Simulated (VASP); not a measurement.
P: single point with PBE

System: P, a slab with vacuum.

```
P
1.0
     4.62750    0.00000    0.00000
     0.00000    3.29186    0.00000
     0.00000    0.00000   27.81958
P
4
Direct
  0.09124 0.00000 0.37893
  0.40876 0.50000 0.37893
  0.59124 0.50000 0.30404
  0.90876 0.00000 0.30404
```

- Program: VASP 6.6.1
- Task: single point
- Functional: PBE
- Potentials or basis: VASP PAW PBE potentials, release 64 (P)
- Cutoff: 520 eV
- k mesh: 6 × 8 × 1
- Occupations: gaussian, width 0.01 eV
- Spin: no spin polarisation
- Dipole correction: yes
- Further INCAR settings: ALGO = Normal; EDIFF = 1e-06; NBANDS = 18

```yaml
Largest_force: 0.210 eV/Å
Band_gap_on_the_k_mesh: 0.93 eV
```

Forces in eV/Å, atoms in the order of the input:
```
P   -0.184  0.000  0.101
P    0.184  0.000  0.101
P   -0.184  0.000 -0.101
P    0.184  0.000 -0.101
```

Levels at points of the mesh, in eV from the valence-band top:
```
           k point  band 6  band 7  band 8  band 9  band 10  band 11  band 12  band 13  band 14  band 15
(0.00, 0.00, 0.00)   -4.54   -3.43   -1.84   -1.64     0.00     0.93     1.57     2.63     3.30     4.38
(0.50, 0.00, 0.00)   -2.92   -2.64   -2.64   -1.35    -1.35     2.07     2.07     3.70     3.70     3.71
(0.00, 0.50, 0.00)   -5.04   -2.74   -2.74   -1.97    -1.97     1.23     1.23     2.24     2.24     3.79
(0.50, 0.50, 0.00)   -5.01   -4.57   -4.57   -1.10    -1.10     2.36     2.36     3.81     3.81     5.26
```

Run time: 4.8 min on 1 thread of Intel Xeon 8259CL, on a shared host, peak memory 0.47 GiB.
